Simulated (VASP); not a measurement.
Here is a VASP 6.6.1 calculation.

Contents of INCAR:

```
SYSTEM = Ta
  ALGO = Normal
  EDIFF = 1E-6
  EDIFFG = -0.005
  ENCUT = 600
  GGA = PS
  IBRION = 2
  ISIF = 3
  ISMEAR = -1
  LASPH = .True.
  LCHARG = .False.
  LREAL = .False.
  LWAVE = .False.
  NELM = 60
  NSW = 60
  PREC = Accurate
  SIGMA = 0.05
```

Contents of KPOINTS:

```
k-points
0
Gamma
  18 18 18
  0 0 0
```

The input POSCAR:

```
Ta
1.0
   -1.6515748661      1.6515748661      1.6515748661
    1.6515748661     -1.6515748661      1.6515748661
    1.6515748661      1.6515748661     -1.6515748661
Ta
1
Direct
    0.0000000000      0.0000000000      0.0000000000
```

Potentials or basis: VASP PAW PBE potentials, release 64 (Ta_pv).

Run with:

```console
$ cat potpaw_PBE.64/Ta_pv/POTCAR > POTCAR
$ mpirun -np 1 vasp_std > vasp.out
```

Problem. Estimate the relaxed volume.

Solution. 17.67 Å³/atom.

Problem. What does it give for the space group after relaxing (to 0.05 Å)?

Solution. Im-3m (No. 229).

Problem. Estimate the relaxed cell.

Solution. a = 2.842 Å, b = 2.842 Å, c = 2.842 Å, α = 109.47°, β = 109.47°, γ = 109.47°.

Step by step:
```
step  energy change (eV)  largest force (eV/Å)  pressure (GPa)  volume (Å³)
   1              0.0000                0.0000           -3.91        18.02
   2              0.0194                0.0000           10.23        16.90
   3             -0.0043                0.0000           -0.05        17.68
   4             -0.0043                0.0000            0.02        17.67
```

Caveat: the PAW data sets were made with another functional, which shifts forces and pressure a little.
